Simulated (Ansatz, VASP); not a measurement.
## EuSb: VASP beside Ansatz

```
Eu Sb
1.0
     0.00000    3.85267    3.85267
     3.85267    0.00000    3.85267
     3.85267    3.85267    0.00000
Eu Sb
1 1
Cartesian
  0.0000 0.0000 0.0000
  1.9263 1.9263 1.9263
```

Alike in both runs: task single point; functional PBE; k mesh 8 × 8 × 8; occupations gaussian, width 0.05 eV; collinear spin; Hubbard terms Eu f U = 6.0 eV.

|  | VASP | Ansatz |
| --- | --- | --- |
| version | VASP 6.6.1 | Ansatz 0.2.0 |
| potentials or method | VASP PAW PBE potentials, release 64 (Eu, Sb), cutoff 520 eV | scalar-relativistic, plane waves, PAW |
| valence electrons in the cell | 22 | 32 |

|  | VASP | Ansatz | Ansatz less VASP |
| --- | --- | --- | --- |
| gap on the k mesh at the Fermi level (eV) | none | none | - |
| pressure (GPa) | -1.3 | -1.4 | -0.14 |
| net moment per atom (μB) | 4.00 | 4.00 | 0.000 |
| size of the moment on the site where the two differ most (μB) | 6.81 | 7.03 | +0.217 |

Site moments also hang on the region over which each program counts them. The programs project onto different local orbitals, so the same U acts differently, and such runs can settle in different states. A gap of «none» marks a metal or a gap that the smearing closes. VASP's potentials hold 22 valence electrons a cell and Ansatz's 32, so a difference there can come from the potentials and not from the codes. Ansatz's warnings: filled band counts differ across k points.

Spin-orbit coupling is off throughout.
